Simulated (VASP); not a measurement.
# Cu2IBr (R-3m) in VASP: further runs

Cu2IBr is run at these levels: LDA+U; tasks: single point.

Program: VASP 6.6.1. These are calculated values, not measurements. Logs are shortened: lines on timing, memory, paths and dates and some standing lists are left out, and cuts for length are marked.

### 1 The cell of the first run

It takes space group R-3m (No. 166, trigonal). Conventional cell: a = 3.937 Å, b = 3.937 Å, c = 19.163 Å, α = 90.00°, β = 90.00°, γ = 120.00°. Within 3.7 Å of I (site symmetry -3m) lie 6 Cu at 2.79 Å. Br (site symmetry -3m) has 6 Cu at 2.77 Å within 3.6 Å. Within 3.6 Å of Cu (site symmetry 3m) lie 3 Br at 2.77 Å and 3 I at 2.79 Å.

### 2 Single point, LDA+U

The input, INCAR:

```
PREC = Accurate
ENCUT = 520
EDIFF = 1E-6
ISMEAR = -1
SIGMA = 0.05
LREAL = False
LASPH = True
NELM = 150
ALGO = Normal
ISIF = 2
LWAVE = False
LCHARG = False
LMAXMIX = 4
LDAU = True
LDAUTYPE = 2
LDAUL = -1 -1 2
LDAUU = 0 0 6
LDAUJ = 0 0 0
LDAUPRINT = 1
GGA = CA
NBANDS = 26
```

The input, KPOINTS:

```
regular mesh
0
Gamma
  8 8 8
```

The input, POSCAR:

```
Cu2IBr
1.0
    1.9685310750      1.1365319461      6.3876248825
   -1.9685310750      1.1365319461      6.3876248825
    0.0000000000     -2.2730638921      6.3876248825
I Br Cu
1 1 2
Direct
    0.0000000000      0.0000000000      0.0000000000
    0.5000000000      0.5000000000      0.5000000000
    0.2490310000      0.2490310000      0.2490310000
    0.7509690000      0.7509690000      0.7509690000
```

Potentials or basis: VASP PAW LDA potentials, release 64 (I, Br, Cu).

Started as:

```
> cat potpaw_LDA.64/I/POTCAR potpaw_LDA.64/Br/POTCAR potpaw_LDA.64/Cu/POTCAR > POTCAR
> mpirun -np 1 vasp_std > vasp.out
```

OUTCAR:

```text
PREC = Accurate
   ENCUT = 520
   EDIFF = 1E-6
   ISMEAR = -1
   LREAL = False
   LASPH = True
   NELM = 150
   ISIF = 2
   GGA = CA

 ion  position               nearest neighbor table
   1  0.000  0.000  0.000-   4 2.79   3 2.79   4 2.79   4 2.79   3 2.79   3 2.79
   2  0.500  0.500  0.500-   3 2.77   4 2.77   3 2.77   3 2.77   4 2.77   4 2.77
   3  0.249  0.249  0.249-   2 2.77   2 2.77   2 2.77   1 2.79   1 2.79   1 2.79
   4  0.751  0.751  0.751-   2 2.77   2 2.77   2 2.77   1 2.79   1 2.79   1 2.79

  LATTYP: Found a trigonal (rhomboedric) cell.
 ALAT       =     6.7800126178
 COS(alpha) =     0.8314015641

  Lattice vectors:

 A1 = (   1.9685310750,   1.1365319461,   6.3876248825)
 A2 = (  -1.9685310750,   1.1365319461,   6.3876248825)
 A3 = (   0.0000000000,  -2.2730638921,   6.3876248825)

Analysis of symmetry for initial positions (statically):
=====================================================================
 Subroutine PRICEL returns:
 Original cell was already a primitive cell.

 Routine SETGRP: Setting up the symmetry group for a
 trigonal (rhombohedral) supercell.

 Subroutine GETGRP returns: Found 12 space group operations
 (whereof 12 operations were pure point group operations)
 out of a pool of 12 trial point group operations.

The static configuration has the point symmetry D_3d.

Analysis of symmetry for dynamics (positions and initial velocities):
=====================================================================
 Subroutine PRICEL returns:
 Original cell was already a primitive cell.

 Routine SETGRP: Setting up the symmetry group for a
 trigonal (rhombohedral) supercell.

 Subroutine GETGRP returns: Found 12 space group operations
 (whereof 12 operations were pure point group operations)
 out of a pool of 12 trial point group operations.

The dynamic configuration has the point symmetry D_3d.

 Subroutine INISYM returns: Found 12 space group operations
 (whereof 12 operations are pure point group operations),
 and found     1 'primitive' translations

----------------------------------------------------------------------------------------

                                     Primitive cell

  volume of cell :      85.7461

  direct lattice vectors                    reciprocal lattice vectors
     1.968531075  1.136531946  6.387624882     0.253996498  0.146644947  0.052184237
    -1.968531075  1.136531946  6.387624882    -0.253996498  0.146644947  0.052184237
     0.000000000 -2.273063892  6.387624882     0.000000000 -0.293289893  0.052184237

  length of vectors
     6.780012618  6.780012618  6.780012618     0.297896217  0.297896217  0.297896217

  position of ions in fractional coordinates (direct lattice)
     0.000000000  0.000000000  0.000000000
     0.500000000  0.500000000  0.500000000
     0.249031000  0.249031000  0.249031000
     0.750969000  0.750969000  0.750969000

  ion indices of the primitive-cell ions
   primitive index   ion index
                 1           1
                 2           2
                 3           3
                 4           4

----------------------------------------------------------------------------------------

 KPOINTS: regular mesh
[... 96 lines left out ...]
   J (eV)           for each species LDAUJ =   0.0  0.0  0.0
   GGA     = CA    functional components
   LHFCALC =     F    Hartree Fock is set to
   AEXX    =    0.0000 exact exchange contribution
   IVDW    =     0    specifies the selected vdW correction
   LEPSILON=     F    determine dielectric tensor
   LRPA    =     F    only Hartree local field effects (RPA)
 non-spin polarized calculation
  energy-cutoff  :      520.00
  volume of cell :       85.75
 maximum number of plane-waves:      2345
   NGX = 25   NGY = 25   NGZ = 25

atom =   3  type =  3  l = 2

 onsite density matrix

spin component  1

  0.9560 -0.0000  0.0000  0.0059 -0.0000
 -0.0000  0.9602  0.0000 -0.0000  0.0059
  0.0000  0.0000  0.9518  0.0000  0.0000
  0.0059 -0.0000  0.0000  0.9602  0.0000
 -0.0000  0.0059  0.0000  0.0000  0.9560

spin component  2

  0.9560 -0.0000  0.0000  0.0059 -0.0000
 -0.0000  0.9602  0.0000 -0.0000  0.0059
  0.0000  0.0000  0.9518  0.0000  0.0000
  0.0059 -0.0000  0.0000  0.9602  0.0000
 -0.0000  0.0059  0.0000  0.0000  0.9560

 occupancies and eigenvectors

  o =  0.9518  v =  0.0000  0.0000  1.0000 -0.0000 -0.0000  0.0000  0.0000  0.0000  0.0000  0.0000      0.0000  0.0000  0.0000  0.0000  0.0000  0.0000  0.0000  0.0000  0.0000  0.0000
  o =  0.9518  v =  0.0000  0.0000  0.0000  0.0000  0.0000  0.0000  0.0000  1.0000 -0.0000 -0.0000      0.0000  0.0000  0.0000  0.0000  0.0000  0.0000  0.0000  0.0000  0.0000  0.0000
  o =  0.9519  v =  0.0000  0.0000  0.0000  0.0000  0.0000  0.8174  0.0000 -0.0000 -0.5761 -0.0000      0.0000  0.0000  0.0000  0.0000  0.0000  0.0000  0.0000  0.0000  0.0000  0.0000
  o =  0.9519  v =  0.8174  0.0000 -0.0000 -0.5761 -0.0000  0.0000  0.0000  0.0000  0.0000  0.0000      0.0000  0.0000  0.0000  0.0000  0.0000  0.0000  0.0000  0.0000  0.0000  0.0000
  o =  0.9519  v =  0.0000  0.0000  0.0000  0.0000  0.0000 -0.0000  0.5761 -0.0000  0.0000 -0.8174      0.0000  0.0000  0.0000  0.0000  0.0000  0.0000  0.0000  0.0000  0.0000  0.0000
  o =  0.9519  v = -0.0000  0.5761 -0.0000  0.0000 -0.8174  0.0000  0.0000  0.0000  0.0000  0.0000      0.0000  0.0000  0.0000  0.0000  0.0000  0.0000  0.0000  0.0000  0.0000  0.0000
  o =  0.9643  v =  0.0000 -0.8174 -0.0000  0.0000 -0.5761  0.0000  0.0000  0.0000  0.0000  0.0000      0.0000  0.0000  0.0000  0.0000  0.0000  0.0000  0.0000  0.0000  0.0000  0.0000
  o =  0.9643  v =  0.0000  0.0000  0.0000  0.0000  0.0000  0.0000 -0.8174 -0.0000  0.0000 -0.5761      0.0000  0.0000  0.0000  0.0000  0.0000  0.0000  0.0000  0.0000  0.0000  0.0000
  o =  0.9643  v = -0.5761 -0.0000 -0.0000 -0.8174 -0.0000  0.0000  0.0000  0.0000  0.0000  0.0000      0.0000  0.0000  0.0000  0.0000  0.0000  0.0000  0.0000  0.0000  0.0000  0.0000
  o =  0.9643  v =  0.0000  0.0000  0.0000  0.0000  0.0000 -0.5761 -0.0000 -0.0000 -0.8174 -0.0000      0.0000  0.0000  0.0000  0.0000  0.0000  0.0000  0.0000  0.0000  0.0000  0.0000

atom =   4  type =  3  l = 2

 onsite density matrix

spin component  1

  0.9560 -0.0000  0.0000  0.0059 -0.0000
 -0.0000  0.9602  0.0000 -0.0000  0.0059
  0.0000  0.0000  0.9518 -0.0000  0.0000
  0.0059 -0.0000 -0.0000  0.9602  0.0000
 -0.0000  0.0059  0.0000  0.0000  0.9560

spin component  2

  0.9560 -0.0000  0.0000  0.0059 -0.0000
 -0.0000  0.9602  0.0000 -0.0000  0.0059
  0.0000  0.0000  0.9518 -0.0000  0.0000
  0.0059 -0.0000 -0.0000  0.9602  0.0000
 -0.0000  0.0059  0.0000  0.0000  0.9560

 occupancies and eigenvectors

  o =  0.9518  v =  0.0000 -0.0000 -1.0000 -0.0000  0.0000  0.0000  0.0000  0.0000  0.0000  0.0000      0.0000  0.0000  0.0000  0.0000  0.0000  0.0000  0.0000  0.0000  0.0000  0.0000
  o =  0.9518  v =  0.0000  0.0000  0.0000  0.0000  0.0000  0.0000 -0.0000 -1.0000 -0.0000  0.0000      0.0000  0.0000  0.0000  0.0000  0.0000  0.0000  0.0000  0.0000  0.0000  0.0000
  o =  0.9519  v =  0.0000  0.0000  0.0000  0.0000  0.0000  0.8174  0.0000 -0.0000 -0.5761 -0.0000      0.0000  0.0000  0.0000  0.0000  0.0000  0.0000  0.0000  0.0000  0.0000  0.0000
  o =  0.9519  v =  0.8174  0.0000 -0.0000 -0.5761 -0.0000  0.0000  0.0000  0.0000  0.0000  0.0000      0.0000  0.0000  0.0000  0.0000  0.0000  0.0000  0.0000  0.0000  0.0000  0.0000
  o =  0.9519  v =  0.0000  0.0000  0.0000  0.0000  0.0000 -0.0000  0.5761 -0.0000  0.0000 -0.8174      0.0000  0.0000  0.0000  0.0000  0.0000  0.0000  0.0000  0.0000  0.0000  0.0000
  o =  0.9519  v = -0.0000  0.5761 -0.0000  0.0000 -0.8174  0.0000  0.0000  0.0000  0.0000  0.0000      0.0000  0.0000  0.0000  0.0000  0.0000  0.0000  0.0000  0.0000  0.0000  0.0000
  o =  0.9643  v = -0.0000  0.8174  0.0000 -0.0000  0.5761  0.0000  0.0000  0.0000  0.0000  0.0000      0.0000  0.0000  0.0000  0.0000  0.0000  0.0000  0.0000  0.0000  0.0000  0.0000
  o =  0.9643  v =  0.0000  0.0000  0.0000  0.0000  0.0000 -0.0000  0.8174  0.0000 -0.0000  0.5761      0.0000  0.0000  0.0000  0.0000  0.0000  0.0000  0.0000  0.0000  0.0000  0.0000
  o =  0.9643  v = -0.5761 -0.0000 -0.0000 -0.8174 -0.0000  0.0000  0.0000  0.0000  0.0000  0.0000      0.0000  0.0000  0.0000  0.0000  0.0000  0.0000  0.0000  0.0000  0.0000  0.0000
  o =  0.9643  v =  0.0000  0.0000  0.0000  0.0000  0.0000 -0.5761 -0.0000 -0.0000 -0.8174 -0.0000      0.0000  0.0000  0.0000  0.0000  0.0000  0.0000  0.0000  0.0000  0.0000  0.0000

 number of electron      36.0000007 magnetization

 Free energy of the ion-electron system (eV)
  ---------------------------------------------------
  ext. energy  EPLUGINS =         0.00000000
  ---------------------------------------------------
  free energy    TOTEN  =       -10.44573409 eV

  energy without entropy =      -10.44571361  energy(sigma->0) =      -10.44572385

 E-fermi :   4.9063     XC(G=0): -10.3969

 val. band max:        4.5348519764   @ k =   0.0000   0.0000   0.0000
 cond. band min:       5.2186025928   @ k =   0.5000   0.5000   0.0000
 fundamental gap:      0.6837506163
 Fermi energy:         4.9063292985

 k-point     1 :       0.0000    0.0000    0.0000
  band No.  band energies     occupation
      1     -10.6851      2.00000
      2      -8.7014      2.00000
      3      -1.3038      2.00000
      4       0.6428      2.00000
      5       0.6428      2.00000
      6       1.7071      2.00000
[... 685 lines left out ...]
     25      12.4531      0.00000
     26      13.3155      0.00000

 [... further k-points ...]

------------------------ aborting loop because EDIFF is reached ----------------------------------------

  FORCE on cell =-STRESS in cart. coord.  units (eV):
  Direction    XX          YY          ZZ          XY          YZ          ZX
  --------------------------------------------------------------------------------------
  -------------------------------------------------------------------------------------
  Total       -2.6323850     -2.6323850     -2.7561103      0.0000000     -0.0000000      0.0000000
  in kB      -49.1864431    -49.1864431    -51.4982654      0.0000000     -0.0000000      0.0000000
  external PRESSURE =     -49.9570505 kB  Pullay stress =       0.0000000 kB

 VOLUME and BASIS-vectors are now :
 -----------------------------------------------------------------------------
  energy-cutoff  :      520.00
  volume of cell :       85.75
      direct lattice vectors                 reciprocal lattice vectors
     1.968531075  1.136531946  6.387624882     0.253996498  0.146644947  0.052184237
    -1.968531075  1.136531946  6.387624882    -0.253996498  0.146644947  0.052184237
     0.000000000 -2.273063892  6.387624882     0.000000000 -0.293289893  0.052184237

 POSITION                                       TOTAL-FORCE (eV/Angst)
 -----------------------------------------------------------------------------------
      0.00000      0.00000      0.00000         0.000000      0.000000     -0.000000
      0.00000      0.00000      9.58144        -0.000000     -0.000000     -0.000000
      0.00000      0.00000      4.77215         0.000000     -0.000000     -0.038489
      0.00000      0.00000     14.39072         0.000000      0.000000      0.038489
 -----------------------------------------------------------------------------------
    total drift:                                0.000000      0.000000     -0.000000

  FREE ENERGIE OF THE ION-ELECTRON SYSTEM (eV)
  ---------------------------------------------------
  free  energy   TOTEN  =       -10.4457340942 eV

  energy  without entropy=      -10.4457136075  energy(sigma->0) =      -10.44572385
```

It took 9.7 min on 1 thread of Intel Xeon 8259CL, shared host; peak memory 0.38 GiB.

Results:

```yaml
Free_energy: -10.4457 eV
Pressure: -5.0 GPa
Largest_force: 0.038 eV/Å
Band_gap_on_the_k_mesh: 0.68 eV (least direct gap 0.83 eV)
```

Forces in eV/Å, atoms in the order of the input:
```
I    0.000  0.000  0.000
Br   0.000  0.000  0.000
Cu   0.000  0.000 -0.038
Cu   0.000  0.000  0.038
```

Eigenvalues of the final occupation matrices:
| site | spin | trace | eigenvalues |
| --- | --- | --- | --- |
| site 3 d | 1 | 4.78 | 0.95 0.95 0.95 0.96 0.96 |
| site 3 d | 2 | 4.78 | 0.95 0.95 0.95 0.96 0.96 |
| site 4 d | 1 | 4.78 | 0.95 0.95 0.95 0.96 0.96 |
| site 4 d | 2 | 4.78 | 0.95 0.95 0.95 0.96 0.96 |

Caveat: the cell stands under tension; semilocal functionals underestimate gaps, and a narrow one can read as zero; spin-orbit coupling is left out, which moves the levels of the heavy elements. A k mesh can miss the band edges.

### 3 Single point, LDA+U

The input, INCAR:

```
SYSTEM = Cu2IBr
ALGO = Normal
EDIFF = 1E-6
ENCUT = 520
GGA = CA
ISIF = 2
ISMEAR = -1
LASPH = .TRUE.
LCHARG = .FALSE.
LDAU = .TRUE.
LDAUJ = 0 0 0
LDAUL = -1 -1 2
LDAUPRINT = 1
LDAUTYPE = 2
LDAUU = 0 0 8
LMAXMIX = 4
LREAL = .FALSE.
LWAVE = .FALSE.
NBANDS = 26
NELM = 150
PREC = Accurate
SIGMA = 0.05
```

The input, KPOINTS:

```
k-points
0
G
  8 8 8
  0 0 0
```

POSCAR is that of step 2.

Potentials or basis: VASP PAW LDA potentials, release 64 (I, Br, Cu).

Started as:

```
> cat potpaw_LDA.64/I/POTCAR potpaw_LDA.64/Br/POTCAR potpaw_LDA.64/Cu/POTCAR > POTCAR
> mpirun -np 1 vasp_std > vasp.out
```

Run time: 11 min. Hardware: 1 thread of Intel Xeon 8259CL, shared host; peak memory 0.38 GiB.

Results (log left out):

```
Free energy            : -9.6706 eV
Pressure               : -5.0 GPa
Largest force          : 0.051 eV/Å
Band gap on the k mesh : 0.96 eV (least direct gap 1.14 eV)
```

Forces on the atoms (eV/Å):
```
I    0.000  0.000  0.000
Br   0.000  0.000  0.000
Cu   0.000  0.000 -0.051
Cu   0.000  0.000  0.051
```

Stress tensor (GPa, compression positive):
```
-4.88  0.00  0.00
 0.00 -4.88  0.00
 0.00  0.00 -5.10
```

Levels at points of the mesh, in eV from the valence-band top:
```tsv
k point	band 15	band 16	band 17	band 18	band 19	band 20	band 21	band 22
(0.00, 0.00, 0.00)	-1.42	-1.23	0.00	0.00	1.47	3.94	5.99	5.99
(0.50, 0.00, 0.00)	-1.91	-1.69	-1.67	-1.04	2.71	3.29	5.86	7.02
(0.50, 0.50, 0.00)	-2.70	-2.64	-0.22	-0.18	0.96	3.81	5.52	6.04
(0.50, 0.50, 0.50)	-1.15	-1.15	-0.17	-0.17	3.48	4.03	6.55	7.07
```

Eigenvalues of the final occupation matrices:
```
    site  spin  trace               eigenvalues
site 3 d     1   4.81  0.96 0.96 0.96 0.97 0.97
site 3 d     2   4.81  0.96 0.96 0.96 0.97 0.97
site 4 d     1   4.81  0.96 0.96 0.96 0.97 0.97
site 4 d     2   4.81  0.96 0.96 0.96 0.97 0.97
```

Caveat: the cell stands under tension; spin-orbit coupling is left out, which moves the levels of the heavy elements. A k mesh can miss the band edges.
